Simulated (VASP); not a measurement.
Fe, 1 atom in the cell. It takes space group Im-3m (No. 229, cubic). The conventional cell has a = 2.727 Å, b = 2.727 Å, c = 2.727 Å, α = 90.00°, β = 90.00°, γ = 90.00°. Within 3.1 Å of Fe (site symmetry m-3m) lie 14 Fe at 2.36 to 2.73 Å. 

```yaml
Program: VASP 6.6.1
Task: single point
Functional: PBEsol
Potentials_or_basis: VASP PAW PBE potentials, release 64 (Fe)
Cutoff: 520 eV
k_mesh: 17 × 17 × 17
Occupations: fermi-dirac, width 0.136057 eV
Spin: no spin polarisation
Dipole_correction: no
Further_INCAR_settings: ALGO = Normal; EDIFF = 1e-06; NBANDS = 10
```

Potentials or basis: VASP PAW PBE potentials, release 64 (Fe).

Run with:

```sh
$ cat potpaw_PBE.64/Fe/POTCAR > POTCAR
$ mpirun -np 1 vasp_std > vasp.out
```

Hardware: 1 thread of Intel Xeon 6975P-C, with other jobs on the host.

Estimate the wall time of this run.

It took 20 s on 1 thread of Intel Xeon 6975P-C (shared host), peak memory 0.13 GiB. Counts: scf iterations 12, k points 165.
